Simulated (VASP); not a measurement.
# BaTe: single point with PBE-based screened hybrid with 25 % exact exchange

Crystal: BaTe.

```xyz
2
Lattice="0.0000 3.4100 3.4100 3.4100 0.0000 3.4100 3.4100 3.4100 0.0000" Properties=species:S:1:pos:R:3 pbc="T T T"
Ba    3.4100    3.4100    3.4100
Te    0.0000    0.0000    0.0000
```

| Property | Result |
| --- | --- |
| Program | VASP 6.6.1 |
| Task | single point |
| Functional | PBE-based screened hybrid with 25 % exact exchange |
| Potentials or basis | VASP PAW PBE potentials, release 64 (Ba_sv, Te) |
| Cutoff | 520 eV |
| k mesh | 4 × 4 × 4 |
| Occupations | gaussian, width 0.05 eV |
| Spin | no spin polarisation |
| Dipole correction | no |
| Grid for exact exchange (PRECFOCK) | Normal |
| Share of exact exchange | 0.25 |
| Further INCAR settings | ALGO = Normal; EDIFF = 1e-06; NBANDS = 15 |
| Screening parameter | 0.1 1/Å |

The pressure is 3.9 GPa. The band gap on the k mesh is 2.33 eV (least direct gap 2.77 eV).

Levels at points of the mesh, in eV from the valence-band top:
```
           k point  band 4  band 5  band 6  band 7  band 8  band 9  band 10  band 11  band 12  band 13
(0.00, 0.00, 0.00)  -12.90  -10.66    0.00    0.00    0.00    4.03     4.03     4.03     4.28     4.73
(0.50, 0.00, 0.00)  -12.91   -9.49   -2.71   -1.41   -1.41    5.33     6.29     6.45     6.45     8.37
(0.50, 0.50, 0.00)  -13.03  -10.38   -1.32   -0.44   -0.44    2.33     5.82     6.19     7.33     7.47
```

Wall time 4.8 min on 1 thread of Intel(R) Xeon(R) 6975P-C (Granite Rapids) (shared host), peak memory 0.32 GiB.

Caveat: the cell stands under pressure; the PAW data sets were made with another functional, which shifts forces and pressure a little; spin-orbit coupling is left out, which moves the levels of the heavy elements. A k mesh can miss the band edges.
